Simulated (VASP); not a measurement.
**MgCr2Ag2O8: electric field gradients with PBE**

The system is MgCr2Ag2O8.

```
Mg Cr Ag O
1.0
     6.52017    0.00000    0.00000
     0.00000    3.18428    4.55297
     0.00000   -3.18428    4.55297
Mg Cr Ag O
1 2 2 8
Direct
  0.00000 0.65842 0.65842
  0.00000 0.36020 0.36020
  0.50000 0.64169 0.64169
  0.73816 0.00359 0.00359
  0.26184 0.00359 0.00359
  0.00000 0.27331 0.68922
  0.50000 0.32640 0.74517
  0.27804 0.74460 0.74460
  0.79693 0.25461 0.25461
  0.72196 0.74460 0.74460
  0.20307 0.25461 0.25461
  0.50000 0.74517 0.32640
  0.00000 0.68922 0.27331
```

```yaml
Program: VASP 6.6.1
Task: electric field gradients
Functional: PBE
Potentials_or_basis: VASP PAW PBE potentials, release 64 (Mg, Cr_pv, Ag, O)
Cutoff: 520 eV
k_mesh: 4 × 5 × 5
Occupations: fermi-dirac, width 0.02 eV
Spin: no spin polarisation
Dipole_correction: no
Further_INCAR_settings: ALGO = Normal; EDIFF = 1e-08; NBANDS = 60
```

The pressure is -1.7 GPa and the largest force is 0.347 eV/Å. The band gap on the k mesh is 1.23 eV (least direct gap 1.26 eV) and the largest electric field gradient by atom is Mg -20.5; Cr +44.0, +23.4; Ag -32.3; O +38.4, -43.1, -53.4, -26.9 (each value once) V/Å².

Forces on the atoms (eV/Å):
```
Mg   0.000  0.000 -0.058
Cr   0.000  0.000  0.031
Cr   0.000  0.000 -0.142
Ag  -0.003  0.000  0.013
Ag   0.003  0.000  0.013
O    0.000  0.188 -0.199
O    0.000  0.254  0.236
O    0.197  0.000 -0.100
O    0.281  0.000  0.135
O   -0.197  0.000 -0.100
O   -0.281  0.000  0.135
O    0.000 -0.254  0.236
O    0.000 -0.188 -0.199
```

Stress tensor (GPa, compression positive):
```
-1.79  0.00  0.00
 0.00 -1.45  0.00
 0.00  0.00 -1.94
```

Levels at points of the mesh, in eV from the valence-band top:
| k point | band 46 | band 47 | band 48 | band 49 | band 50 | band 51 |
| --- | --- | --- | --- | --- | --- | --- |
| (0.00, 0.00, 0.00) | -0.62 | -0.62 | -0.26 | 1.23 | 1.82 | 1.83 |
| (0.50, 0.00, 0.00) | -0.69 | -0.60 | -0.59 | 1.46 | 1.72 | 1.84 |

Electric field gradients, principal values (V/Å²):
| atom | least | middle | greatest (by size) |
| --- | --- | --- | --- |
| 1 Mg | 3.497 | 17.022 | -20.519 |
| 2 Cr | -18.363 | -25.644 | 44.007 |
| 3 Cr | -5.517 | -17.861 | 23.379 |
| 4 Ag | 5.822 | 26.466 | -32.288 |
| 5 Ag | 5.822 | 26.466 | -32.288 |
| 6 O | -3.070 | -35.287 | 38.357 |
| 7 O | 4.131 | 39.001 | -43.132 |
| 8 O | 1.950 | 51.469 | -53.419 |
| 9 O | 1.609 | 25.328 | -26.937 |
| 10 O | 1.950 | 51.469 | -53.419 |
| 11 O | 1.609 | 25.328 | -26.937 |
| 12 O | 4.131 | 39.001 | -43.132 |
| 13 O | -3.070 | -35.287 | 38.357 |

It took 4.2 min on 1 thread of Intel(R) Xeon(R) 6975P-C (Granite Rapids), on a shared host, peak memory 0.44 GiB.

Caveat: without QUAD_EFG the Cq values of the log hold for a quadrupole moment of 1 mb, not for the nuclei; the run has no spin polarisation, though such a crystal can be magnetic. A k mesh can miss the band edges.
